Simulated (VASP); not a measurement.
# As (Fm-3m) in VASP: further runs

As is run at these levels: PBEsol; tasks: relaxation of cell and atoms, single point.

Everything below comes from runs of VASP 6.6.1. Logs are shortened: lines on timing, memory, paths and dates and some standing lists are left out, and cuts for length are marked.

## 1. The cell of the first run

Symmetry: Fm-3m, No. 225, cubic system. The conventional cell has a = 4.194 Å, b = 4.194 Å, c = 4.194 Å, α = 90.00°, β = 90.00°, γ = 90.00°. Within 3.9 Å of As (site symmetry m-3m) lie 12 As at 2.97 Å.

## 2. Relaxation of cell and atoms, PBEsol

Input file INCAR:

```
SYSTEM = As
ALGO = Normal
EDIFF = 1E-7
EDIFFG = -0.02
ENCUT = 600
GGA = PS
IBRION = 2
ISIF = 3
ISMEAR = 1
LASPH = .True.
LCHARG = .False.
LREAL = .False.
LWAVE = .False.
NELM = 60
NSW = 80
PREC = Accurate
SIGMA = 0.1
```

Input file KPOINTS:

```
k-points
0
Gamma
  18 18 18
  0 0 0
```

Input file POSCAR:

```
As
1.0
    0.0000000000      2.0968610646      2.0968610646
    2.0968610646      0.0000000000      2.0968610646
    2.0968610646      2.0968610646      0.0000000000
As
1
Direct
    0.0000000000      0.0000000000      0.0000000000
```

Potentials or basis: VASP PAW PBE potentials, release 64 (As).

Started as:

```
$ cat potpaw_PBE.64/As/POTCAR > POTCAR
$ mpirun -np 1 vasp_std > vasp.out
```

OUTCAR:

```text
SYSTEM = As
   EDIFF = 1E-7
   EDIFFG = -0.02
   ENCUT = 600
   GGA = PS
   IBRION = 2
   ISIF = 3
   ISMEAR = 1
   LASPH = .True.
   LREAL = .False.
   NELM = 60
   NSW = 80
   PREC = Accurate

 ion  position               nearest neighbor table
   1  0.000  0.000  0.000-

  LATTYP: Found a face centered cubic cell.
 ALAT       =     4.1937221292

  Lattice vectors:

 A1 = (   0.0000000000,   2.0968610646,   2.0968610646)
 A2 = (   2.0968610646,   0.0000000000,   2.0968610646)
 A3 = (   2.0968610646,   2.0968610646,   0.0000000000)

Analysis of symmetry for initial positions (statically):
=====================================================================
 Subroutine PRICEL returns:
 Original cell was already a primitive cell.

 Routine SETGRP: Setting up the symmetry group for a
 face centered cubic supercell.

 Subroutine GETGRP returns: Found 48 space group operations
 (whereof 48 operations were pure point group operations)
 out of a pool of 48 trial point group operations.

The static configuration has the point symmetry O_h .

Analysis of symmetry for dynamics (positions and initial velocities):
=====================================================================
 Subroutine PRICEL returns:
 Original cell was already a primitive cell.

 Routine SETGRP: Setting up the symmetry group for a
 face centered cubic supercell.

 Subroutine GETGRP returns: Found 48 space group operations
 (whereof 48 operations were pure point group operations)
 out of a pool of 48 trial point group operations.

The dynamic configuration has the point symmetry O_h .

 Subroutine INISYM returns: Found 48 space group operations
 (whereof 48 operations are pure point group operations),
 and found     1 'primitive' translations

----------------------------------------------------------------------------------------

                                     Primitive cell

  volume of cell :      18.4391

  direct lattice vectors                    reciprocal lattice vectors
     0.000000000  2.096861065  2.096861065    -0.238451659  0.238451659  0.238451659
     2.096861065  0.000000000  2.096861065     0.238451659 -0.238451659  0.238451659
     2.096861065  2.096861065  0.000000000     0.238451659  0.238451659 -0.238451659

  length of vectors
     2.965409356  2.965409356  2.965409356     0.413010389  0.413010389  0.413010389

  position of ions in fractional coordinates (direct lattice)
     0.000000000  0.000000000  0.000000000

  ion indices of the primitive-cell ions
   primitive index   ion index
                 1           1

----------------------------------------------------------------------------------------

 KPOINTS: k-points

Automatic generation of k-mesh.
 Grid dimensions read from file:
 generate k-points for:   18   18   18

 Generating k-lattice:

  Cartesian coordinates                     Fractional coordinates (reciprocal lattice)
    -0.013247314  0.013247314  0.013247314     0.055555556  0.000000000  0.000000000
     0.013247314 -0.013247314  0.013247314     0.000000000  0.055555556  0.000000000
     0.013247314  0.013247314 -0.013247314     0.000000000  0.000000000  0.055555556

  Length of vectors
     0.022945022  0.022945022  0.022945022

  Shift w.r.t. Gamma in fractional coordinates (k-lattice)
     0.000000000  0.000000000  0.000000000

 Subroutine IBZKPT returns following result:
 ===========================================

 Found    195 irreducible k-points:

 Following reciprocal coordinates:
            Coordinates               Weight
  0.000000  0.000000  0.000000      1.000000
  0.055556  0.000000  0.000000      8.000000
  0.111111  0.000000  0.000000      8.000000
  0.166667  0.000000  0.000000      8.000000
  0.222222  0.000000  0.000000      8.000000
  0.277778  0.000000  0.000000      8.000000
[... 16 lines left out ...]
 -0.277778  0.055556  0.000000     24.000000
 -0.222222  0.055556  0.000000     24.000000
 [... further k-points ...]
   k-points           NKPTS =    195   k-points in BZ     NKDIM =    195   number of bands    NBANDS=      6
   number of dos      NEDOS =    301   number of ions     NIONS =      1
   total plane-waves  NPLWV =  13824
   dimension x,y,z NGX =    24 NGY =   24 NGZ =   24
   dimension x,y,z NGXF=    48 NGYF=   48 NGZF=   48
   ions per type =               1
   NGX,Y,Z   is equivalent  to a cutoff of  13.45, 13.45, 13.45 a.u.
   NGXF,Y,Z  is equivalent  to a cutoff of  26.91, 26.91, 26.91 a.u.
 SYSTEM =  As
   PREC   = accura    normal or accurate (medium, high low for compatibility)
   ISTART =      0    job   : 0-new  1-cont  2-samecut
   ICHARG =      2    charge: 1-file 2-atom 10-const
   ISPIN  =      1    spin polarized calculation?
   LNONCOLLINEAR =      F non collinear calculations
   LSORBIT =      F    spin-orbit coupling
   LASPH  =      T    aspherical Exc in radial PAW
   ENCUT  =  600.0 eV  44.10 Ry    6.64 a.u.   5.92  5.92  5.92*2*pi/ulx,y,z
   NELM   =     60;   NELMIN=  2; NELMDL= -5     # of ELM steps
   EDIFF  = 0.1E-06   stopping-criterion for ELM
   LREAL  =      F    real-space projection
   EDIFFG = -.2E-01   stopping-criterion for IOM
   NSW    =     80    number of steps for IOM
   IBRION =      2    ionic relax: 0-MD 1-quasi-New 2-CG
   NFREE  =      1    steps in history (QN), initial steepest desc. (CG)
   ISIF   =      3    stress and relaxation
   ISYM   =      2    0-nonsym 1-usesym 2-fastsym
   POTIM  = 0.5000    time-step for ionic-motion
   TEBEG  =    0.0;   TEEND  =   0.0 temperature during run
   PSTRESS=    0.0 pullay stress
   NELECT =       5.0000    total number of electrons
   NUPDOWN=      -1.0000    fix difference up-down
   EMIN   =  10.00;   EMAX   =-10.00  energy-range for DOS
   EFERMI =   0.00;   METHOD = LEGACY
   ISMEAR =     1;   SIGMA  =   0.10  broadening in eV -4-tet -1-fermi 0-gaus
   EFERMI_NEDOS =   21; number of points for ismear=-14 and -15
   IALGO  =     38    algorithm
   IMIX   =      4    mixing-type and parameters
     AMIX     =   0.40;   BMIX     =  1.00
     AMIX_MAG =   1.60;   BMIX_MAG =  1.00
  volume/ion in A,a.u.               =      18.44       124.43
  Fermi-wavevector in a.u.,A,eV,Ry     =   1.059624  2.002399 15.276667  1.122803
  Thomas-Fermi vector in A             =   2.194976
   LORBIT       =      0    0 simple, 1 ext, 2 COOP (PROOUT), +10 PAW based schemes
   GGA     = PS    functional components
   LHFCALC =     F    Hartree Fock is set to
   AEXX    =    0.0000 exact exchange contribution
   IVDW    =     0    specifies the selected vdW correction
   LEPSILON=     F    determine dielectric tensor
   LRPA    =     F    only Hartree local field effects (RPA)
 conjugate gradient relaxation of ions
 non-spin polarized calculation
 Methfessel and Paxton  Order N= 1 SIGMA  =   0.10
  energy-cutoff  :      600.00
  volume of cell :       18.44
 maximum number of plane-waves:       636
   NGX = 11   NGY = 11   NGZ = 11

 number of electron       4.9999999 magnetization

 Free energy of the ion-electron system (eV)
  ---------------------------------------------------
  ext. energy  EPLUGINS =         0.00000000
  ---------------------------------------------------
  free energy    TOTEN  =        -4.62885885 eV

  energy without entropy =       -4.62866776  energy(sigma->0) =       -4.62879516

 E-fermi :   6.8517     XC(G=0): -11.0114

 val. band max:        6.8436177089   @ k =  -0.4444   0.2222   0.0556
 cond. band min:       6.8715948038   @ k =   0.2778   0.1111   0.0556
 fundamental gap:      0.0279770949
 Fermi energy:         6.8517088741

 k-point     1 :       0.0000    0.0000    0.0000
  band No.  band energies     occupation
      1      -8.6618      2.00000
      2      12.8150      0.00000
      3      12.8150      0.00000
      4      12.8150      0.00000
      5      19.2756      0.00000
      6      19.2756      0.00000

 k-point     2 :       0.0556    0.0000    0.0000
  band No.  band energies     occupation
      1      -8.5870      2.00000
      2      12.1601      0.00000
      3      12.7243      0.00000
      4      12.7243      0.00000
      5      18.9105      0.00000
      6      19.4460      0.00000

 k-point     3 :       0.1111    0.0000    0.0000
  band No.  band energies     occupation
      1      -8.3631      2.00000
      2      10.6095      0.00000
      3      12.4870      0.00000
      4      12.4870      0.00000
      5      18.3316      0.00000
      6      19.8733      0.00000

 k-point     4 :       0.1667    0.0000    0.0000
  band No.  band energies     occupation
      1      -7.9918      2.00000
      2       8.7204     -0.00000
      3      12.1750      0.00000
      4      12.1750      0.00000
      5      17.8233      0.00000
      6      20.2530      0.00000

 k-point     5 :       0.2222    0.0000    0.0000
  band No.  band energies     occupation
      1      -7.4769      2.00000
      2       6.7688      1.99443
      3      11.8529      0.00000
      4      11.8529      0.00000
      5      17.4219      0.00000
      6      20.1117      0.00000
[... 136 lines left out ...]
 k-point    21 :      -0.3889    0.0556    0.0000
  band No.  band energies     occupation
      1      -4.8669      2.00000
      2       1.1431      2.00000
      3      10.3025      0.00000
      4      11.2013      0.00000
      5      17.2540      0.00000
      6      17.9867      0.00000

 k-point    22 :      -0.3333    0.0556    0.0000
  band No.  band energies     occupation
      1      -5.7160      2.00000
      2       2.6198      2.00000
      3      10.3526      0.00000
      4      11.4883      0.00000
      5      17.3462      0.00000
      6      18.4947      0.00000

 k-point    23 :      -0.2778    0.0556    0.0000
  band No.  band energies     occupation
      1      -6.5169      2.00000
      2       4.3231      2.00000
      3      10.5008      0.00000
      4      11.8144      0.00000
      5      17.4874      0.00000
      6      19.1592      0.00000

 k-point    24 :      -0.2222    0.0556    0.0000
  band No.  band energies     occupation
      1      -7.2091      2.00000
      2       6.1699      2.00000
      3      10.7468      0.00000
      4      12.1558      0.00000
      5      17.7013      0.00000
      6      19.6765      0.00000

 [... further k-points ...]
[... 5 lines left out ...]
  --------------------------------------------------------------------------------------
  -------------------------------------------------------------------------------------
  Total        0.0098318      0.0098318      0.0098318      0.0000000      0.0000000      0.0000000
  in kB        0.8542922      0.8542922      0.8542922      0.0000000      0.0000000      0.0000000
  external PRESSURE =       0.8542922 kB  Pullay stress =       0.0000000 kB

 VOLUME and BASIS-vectors are now :
 -----------------------------------------------------------------------------
  energy-cutoff  :      600.00
  volume of cell :       18.44
      direct lattice vectors                 reciprocal lattice vectors
     0.000000000  2.096861065  2.096861065    -0.238451659  0.238451659  0.238451659
     2.096861065  0.000000000  2.096861065     0.238451659 -0.238451659  0.238451659
     2.096861065  2.096861065  0.000000000     0.238451659  0.238451659 -0.238451659

 POSITION                                       TOTAL-FORCE (eV/Angst)
 -----------------------------------------------------------------------------------
      0.00000      0.00000      0.00000         0.000000      0.000000      0.000000
 -----------------------------------------------------------------------------------
    total drift:                                0.000000      0.000000      0.000000

  FREE ENERGIE OF THE ION-ELECTRON SYSTEM (eV)
  ---------------------------------------------------
  free  energy   TOTEN  =        -4.6288588527 eV

  energy  without entropy=       -4.6286677644  energy(sigma->0) =       -4.62879516

 reached required accuracy - stopping structural energy minimisation
```

Wall time 8.3 s (1 thread of Intel Xeon 6975P-C, shared host); peak memory 0.16 GiB.

What came out:

```
Free energy             : -4.6289 eV
Pressure after relaxing : 0.1 GPa
```

Final structure:
```
As
1.0
     0.00000    2.09686    2.09686
     2.09686    0.00000    2.09686
     2.09686    2.09686    0.00000
As
1
Cartesian
  0.0000 0.0000 0.0000
```

Caveat: the relaxation stopped at its first step, so nothing moved; the PAW data sets were made with another functional, which shifts forces and pressure a little.

## 3. Single point, PBEsol

Input file INCAR:

```
PREC = Accurate
ENCUT = 520
EDIFF = 1E-6
ISMEAR = 1
SIGMA = 0.1
LREAL = False
LASPH = True
NELM = 60
ALGO = Normal
ISIF = 2
LWAVE = False
LCHARG = False
GGA = PS
NBANDS = 8
```

Input file KPOINTS:

```
Automatic mesh
0
Gamma
  18 18 18
```

Input file POSCAR:

```
As
1.0
    0.0000000000      2.0956384019      2.0956384019
    2.0956384019      0.0000000000      2.0956384019
    2.0956384019      2.0956384019      0.0000000000
As
1
Direct
    0.0000000000      0.0000000000      0.0000000000
```

Potentials or basis: VASP PAW PBE potentials, release 64 (As).

Started as:

```
$ cat potpaw_PBE.64/As/POTCAR > POTCAR
$ mpirun -np 1 vasp_std > vasp.out
```

It took 27 s on 1 thread of Intel Xeon Platinum 8375C at 2.90GHz (Ice Lake), shared host; peak memory 0.16 GiB.

Results (log left out):

```
Free energy : -4.6288 eV
Pressure    : 0.2 GPa
```

Levels at points of the mesh, in eV from the Fermi level:
```tsv
k point	band 1	band 2	band 3	band 4	band 5	band 6
(0.00, 0.00, 0.00)	-15.53	5.98	5.98	5.98	12.43	12.43
(0.50, 0.00, 0.00)	-10.89	-7.09	4.17	4.17	9.92	11.32
(0.50, 0.50, 0.00)	-8.91	-5.95	0.49	0.49	4.94	5.53
```

Caveat: the PAW data sets were made with another functional, which shifts forces and pressure a little.

## 4. Single point, PBEsol

This run uses another cell than the first one, of 18.22 Å³/atom, 0.988 times its volume.

Input file INCAR:

```
SYSTEM = As
PREC     = Accurate       ! precision mode
ENCUT    = 520            ! plane-wave cutoff, eV
EDIFF    = 1E-6           ! SCF threshold, eV
ISMEAR   = 1              ! smearing method
SIGMA    = 0.1            ! smearing width, eV
LREAL    = .False.        ! projectors in reciprocal space
LASPH    = .True.         ! aspherical terms in the spheres
NELM     = 80             ! most SCF steps
ALGO     = Normal         ! electronic algorithm
ISIF     = 2              ! what is computed and relaxed
LWAVE    = .False.        ! write WAVECAR
LCHARG   = .True.         ! write CHGCAR
GGA      = PS             ! functional
LELF     = .True.         ! ELF
LVHAR    = .True.       
NBANDS   = 8              ! bands
```

Input file KPOINTS:

```
Automatic mesh
0
Gamma
  18 18 18
  0 0 0
```

Input file POSCAR:

```
As
1.0
    0.0000000000      2.0886295254      2.0886295254
    2.0886295254      0.0000000000      2.0886295254
    2.0886295254      2.0886295254      0.0000000000
As
1
Direct
    0.0000000000      0.0000000000      0.0000000000
```

Started as:

```
$ cat potpaw_PBE.64/As/POTCAR > POTCAR
$ mpirun -np 1 vasp_std > vasp.out
```

Wall time 26 s (1 thread of Intel Xeon Platinum 8375C at 2.90GHz (Ice Lake), shared host); peak memory 0.15 GiB.

Results (log left out):

| Quantity | Value |
| --- | --- |
| Free energy | -4.6280 eV |
| Pressure | 1.2 GPa |

Levels at points of the mesh, in eV from the Fermi level:
```
           k point  band 1  band 2  band 3  band 4  band 5  band 6
(0.00, 0.00, 0.00)  -15.63    6.06    6.06    6.06   12.47   12.47
(0.50, 0.00, 0.00)  -10.92   -7.17    4.22    4.22    9.99   11.35
(0.50, 0.50, 0.00)   -8.90   -6.02    0.49    0.49    4.94    5.51
```

Caveat: the PAW data sets were made with another functional, which shifts forces and pressure a little.

## 5. The runs side by side

| task | cell | cutoff (eV) | gap on the mesh (eV) | pressure (GPa) |
| --- | --- | --- | --- | --- |
| relaxation of cell and atoms | relaxed from a = 2.965 Å, angles 60.0°, 1 atom | 600 | none | 0.1 |
| single point | a = 2.964 Å, angles 60.0°, 1 atom | 520 | none | 0.2 |
| single point | a = 2.954 Å, angles 60.0°, 1 atom | 520 | none | 1.2 |

Alike in all rows: level PBEsol; potentials or basis VASP PAW PBE potentials, release 64 (As); no spin polarisation; k mesh 18 × 18 × 18; smearing methfessel-paxton 0.1 eV.

Caveats: the PAW data sets were made with another functional, which shifts forces and pressure a little; the relaxation stopped at its first step, so nothing moved (some runs).

Total energies depend on the potentials used, so only differences within one code and one set of settings carry meaning.
